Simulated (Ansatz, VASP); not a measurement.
**Two plane-wave programs on Te**

INCAR

```
AGGAC = 1.0
AGGAX = 1.0
ALDAC = 0.0
ALDAX = 1.0
ALGO = Normal
EDIFF = 1E-6
EDIFFG = -0.01
ENCUT = 600
GGA = B5
IBRION = 2
ISIF = 3
ISMEAR = -1
LASPH = True
LCHARG = False
LREAL = False
LWAVE = False
NELM = 80
NSW = 60
PREC = Accurate
SIGMA = 0.05
```

The input KPOINTS:

```
k-points
0
Gamma
  7 7 5
```

File POSCAR:

```
Te
1.0
    4.4540000000      0.0000000000      0.0000000000
   -2.2270000000      3.8572771485      0.0000000000
    0.0000000000      0.0000000000      5.9240000000
Te
3
Direct
    0.7310000000      0.7310000000      0.0000000000
    0.0000000000      0.2690000000      0.6666666667
    0.2690000000      0.0000000000      0.3333333333
```

input.yaml

```yaml
crystal:
  lattice:
    - [4.454, 0.0, 0.0]
    - [-2.227, 3.8572771485, 0.0]
    - [0.0, 0.0, 5.924]
  atoms:
    - { symbol: Te, position: [0.731, 0.731, 0.0] }
    - { symbol: Te, position: [0.0, 0.269, 0.6666666667] }
    - { symbol: Te, position: [0.269, 0.0, 0.3333333333] }
hamiltonian:
  xc: blyp
  pseudopotentials: { kind: paw }
kpoints:
  mp_grid: { grid: [7, 7, 5] }
scf:
  occupations: { method: fermi_dirac, width: 0.05 }
output:
  forces: true
  stress: true
  eigenvalues: true
  write_density: true
  write_potential: true
  elf: true
  volumetric_format: npy
relax:
  f_tol: 0.01
  max_steps: 40
  cell: { stress_tol: 0.05 }
```

Alike in both runs: task relaxation of cell and atoms; functional BLYP; k mesh 7 × 7 × 5; occupations fermi-dirac, width 0.05 eV; no spin polarisation.

```csv
,VASP,Ansatz
version,VASP 6.6.1,Ansatz 0.2.0
potentials or method,"VASP PAW PBE potentials, release 64 (Te)",Ansatz PAW
plane-wave cutoff (eV),600,420
valence electrons in the cell,18,48
```

```tsv
	VASP	Ansatz	Ansatz less VASP
gap on the k mesh at the Fermi level, each at its own relaxed structure (eV)	1.10	1.12	+0.025
relaxed volume (Å³/atom)	46.67	46.77	+0.098
relaxed cell length with the largest relative difference (Å)	5.225	5.234	+0.0086
```

VASP's potentials were made for PBE, not for BLYP. VASP's potentials hold 18 valence electrons a cell and Ansatz's 48, so a difference there can come from the potentials and not from the codes.

Neither program's run includes spin-orbit coupling. Noted on VASP's run: the volume moved by over 15 % at a fixed basis, so the end points are rough. Noted on Ansatz's run: the volume moved by over 15 % at a fixed basis, so the end points are rough; odd divisions of the mesh miss points on the zone boundary, where band edges often lie, so the gap on the mesh can be too wide; the plane-wave basis is chosen anew once the cell has moved, so the energies of steps on either side of that aren't comparable.
